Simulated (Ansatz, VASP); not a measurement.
One calculation of W, two programs

```xyz
1
Lattice="0.0000 2.0164 2.0164 2.0164 0.0000 2.0164 2.0164 2.0164 0.0000" Properties=species:S:1:pos:R:3 pbc="T T T"
W     0.0000    0.0000    0.0000
```

Change from the starting cell: volume scaled by 0.98, PAW files.

Alike in both runs: task electric field gradients; functional LDA; k mesh 14 × 14 × 14; occupations fermi-dirac, width 0.05 eV; no spin polarisation.

|  | VASP | Ansatz |
| --- | --- | --- |
| version | VASP 6.6.1 | Ansatz 0.2.0 |
| potentials or method | VASP PAW LDA potentials, release 64 (W_sv) | PAW with Ansatz's default frozen-core files, scalar-relativistic |
| plane-wave cutoff (eV) | 520 | 420 |
| valence electrons in the cell | 14 | 14 |

```tsv
	VASP	Ansatz	Ansatz less VASP
pressure (GPa)	-11.2	-12.7	-1.53
```

LDA's correlation is that of Perdew and Zunger in VASP and of Perdew and Wang (1992) in Ansatz.

Neither program's run includes spin-orbit coupling.
